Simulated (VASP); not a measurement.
# Hg (R-3m) in VASP: a series of runs, part 2 of 2

VASP 6.6.1. Earlier steps stand in the parts before.

## 6. Single point, PBE

INCAR

```
  ALGO = Normal
  EDIFF = 1E-6
  ENCUT = 520
  GGA = PE
  ISIF = 2
  ISMEAR = 1
  LASPH = T
  LCHARG = F
  LREAL = F
  LWAVE = F
  NBANDS = 12
  NELM = 80
  PREC = Accurate
  SIGMA = 0.01
```

KPOINTS

```
k-points
0
Gamma
  10 10 10
```

POSCAR

```
Hg
1.0
    2.0783995336      1.1999645302      1.9747385792
   -2.0783995336      1.1999645302      1.9747385792
    0.0000000000     -2.3999290604      1.9747385791
Hg
1
Direct
    0.0000000000      1.0000000000      0.0000000000
```

Potentials or basis: VASP PAW PBE potentials, release 64 (Hg).

Run with:

```sh
$ cat potpaw_PBE.64/Hg/POTCAR > POTCAR
$ mpirun -np 1 vasp_std > vasp.out
```

OUTCAR:

```text
EDIFF = 1E-6
   ENCUT = 520
   GGA = PE
   ISIF = 2
   ISMEAR = 1
   LASPH = T
   LREAL = F
   NELM = 80
   PREC = Accurate

 ion  position               nearest neighbor table
   1  0.000  0.000  0.000-

  LATTYP: Found a trigonal (rhomboedric) cell.
 ALAT       =     3.1079337109
 COS(alpha) =     0.1055736732

  Lattice vectors:

 A1 = (   2.0783995336,   1.1999645302,   1.9747385792)
 A2 = (  -2.0783995336,   1.1999645302,   1.9747385792)
 A3 = (   0.0000000000,  -2.3999290604,   1.9747385791)

Analysis of symmetry for initial positions (statically):
=====================================================================
 Subroutine PRICEL returns:
 Original cell was already a primitive cell.

 Routine SETGRP: Setting up the symmetry group for a
 trigonal (rhombohedral) supercell.

 Subroutine GETGRP returns: Found 12 space group operations
 (whereof 12 operations were pure point group operations)
 out of a pool of 12 trial point group operations.

The static configuration has the point symmetry D_3d.

Analysis of symmetry for dynamics (positions and initial velocities):
=====================================================================
 Subroutine PRICEL returns:
 Original cell was already a primitive cell.

 Routine SETGRP: Setting up the symmetry group for a
 trigonal (rhombohedral) supercell.

 Subroutine GETGRP returns: Found 12 space group operations
 (whereof 12 operations were pure point group operations)
 out of a pool of 12 trial point group operations.

The dynamic configuration has the point symmetry D_3d.

 Subroutine INISYM returns: Found 12 space group operations
 (whereof 12 operations are pure point group operations),
 and found     1 'primitive' translations

----------------------------------------------------------------------------------------

[... 114 lines left out ...]
   LORBIT       =      0    0 simple, 1 ext, 2 COOP (PROOUT), +10 PAW based schemes
   GGA     = PE    functional components
   LHFCALC =     F    Hartree Fock is set to
   AEXX    =    0.0000 exact exchange contribution
   IVDW    =     0    specifies the selected vdW correction
   LEPSILON=     F    determine dielectric tensor
   LRPA    =     F    only Hartree local field effects (RPA)
 non-spin polarized calculation
 Methfessel and Paxton  Order N= 1 SIGMA  =   0.01
  energy-cutoff  :      520.00
  volume of cell :       29.55
 maximum number of plane-waves:       811
   NGX = 11   NGY = 11   NGZ = 11

 number of electron      12.0000000 magnetization

 Free energy of the ion-electron system (eV)
  ---------------------------------------------------
  ext. energy  EPLUGINS =         0.00000000
  ---------------------------------------------------
  free energy    TOTEN  =        -0.17145293 eV

  energy without entropy =       -0.17142007  energy(sigma->0) =       -0.17144198

 E-fermi :   1.2009     XC(G=0):  -9.5671

 val. band max:        1.1999006695   @ k =  -0.2000   0.5000   0.1000
 cond. band min:       1.4627766212   @ k =   0.5000   0.5000   0.0000
 fundamental gap:      0.2628759516
 Fermi energy:         1.2008907356

 k-point     1 :       0.0000    0.0000    0.0000
  band No.  band energies     occupation
      1      -6.4066      2.00000
      2      -6.2183      2.00000
      3      -6.2183      2.00000
      4      -4.5929      2.00000
      5      -4.5929      2.00000
      6      -4.5514      2.00000
      7      10.9699      0.00000
      8      10.9699      0.00000
      9      11.1902      0.00000
     10      14.2594      0.00000
     11      15.9947      0.00000
     12      15.9947      0.00000
[... 331 lines left out ...]
 k-point    24 :       0.4000    0.3000   -0.0000
  band No.  band energies     occupation
      1      -5.9757      2.00000
      2      -5.6966      2.00000
      3      -4.9599      2.00000
      4      -4.8281      2.00000
      5      -4.7456      2.00000
      6      -1.9503      2.00000
      7       3.5702      0.00000
      8       7.0448      0.00000
      9      10.6368      0.00000
     10      14.1201      0.00000
     11      18.3327      0.00000
     12      19.5721      0.00000

 [... further k-points ...]

------------------------ aborting loop because EDIFF is reached ----------------------------------------

  FORCE on cell =-STRESS in cart. coord.  units (eV):
  Direction    XX          YY          ZZ          XY          YZ          ZX
  --------------------------------------------------------------------------------------
  -------------------------------------------------------------------------------------
  Total        0.0359294      0.0359294     -0.0142205      0.0000000      0.0000000      0.0000000
  in kB        1.9480621      1.9480621     -0.7710225      0.0000000      0.0000000      0.0000000
  external PRESSURE =       1.0417005 kB  Pullay stress =       0.0000000 kB

 VOLUME and BASIS-vectors are now :
 -----------------------------------------------------------------------------
  energy-cutoff  :      520.00
  volume of cell :       29.55
      direct lattice vectors                 reciprocal lattice vectors
     2.078399534  1.199964530  1.974738579     0.240569723  0.138892994  0.168798714
    -2.078399534  1.199964530  1.974738579    -0.240569723  0.138892994  0.168798714
     0.000000000 -2.399929060  1.974738579     0.000000000 -0.277785989  0.168798714

 POSITION                                       TOTAL-FORCE (eV/Angst)
 -----------------------------------------------------------------------------------
      0.00000      0.00000      0.00000         0.000000      0.000000      0.000000
 -----------------------------------------------------------------------------------
    total drift:                                0.000000     -0.000000      0.000000

  FREE ENERGIE OF THE ION-ELECTRON SYSTEM (eV)
  ---------------------------------------------------
  free  energy   TOTEN  =        -0.1714529327 eV

  energy  without entropy=       -0.1714200687  energy(sigma->0) =       -0.17144198
```

stdout:

```text
POSCAR found type information on POSCAR Hg
 POSCAR found :  1 types and       1 ions
 scaLAPACK will be used
 LDA part: xc-table for (Slater+PW92), standard interpolation
 POSCAR, INCAR and KPOINTS ok, starting setup
 FFT: planning ... GRIDC
 FFT: planning ... GRID_SOFT
 FFT: planning ... GRID
 WAVECAR not read
 entering main loop
```

Wall time 24 s (1 thread of Intel Xeon 8259CL, shared host); peak memory 0.16 GiB.

Results:

```
Free energy            : -0.1715 eV
Pressure               : 0.1 GPa
Band gap on the k mesh : zero (band 6 reaches 4.26 eV, above the bottom of band 7 at 0.01 eV)
```

Caveat: spin-orbit coupling is left out, which moves the levels of the heavy elements.

## 7. Overview

```tsv
smearing	gap on the mesh (eV)	pressure (GPa)
gaussian 0.2 eV	none	0.1
gaussian 0.3 eV	none	0.1
gaussian 0.6 eV	none	0.1
gaussian 1 eV	none	0.0
methfessel-paxton 0.01 eV	none	0.1
```

Alike in all rows: task single point; level PBE; potentials or basis VASP PAW PBE potentials, release 64 (Hg); no spin polarisation; cell as given; k mesh 10 × 10 × 10; cutoff (eV) 520.

Every run on the cell as given and a fine mesh finds a metal.

Caveats: spin-orbit coupling is left out, which moves the levels of the heavy elements.

Absolute energies hang on the potentials; compare differences alone.
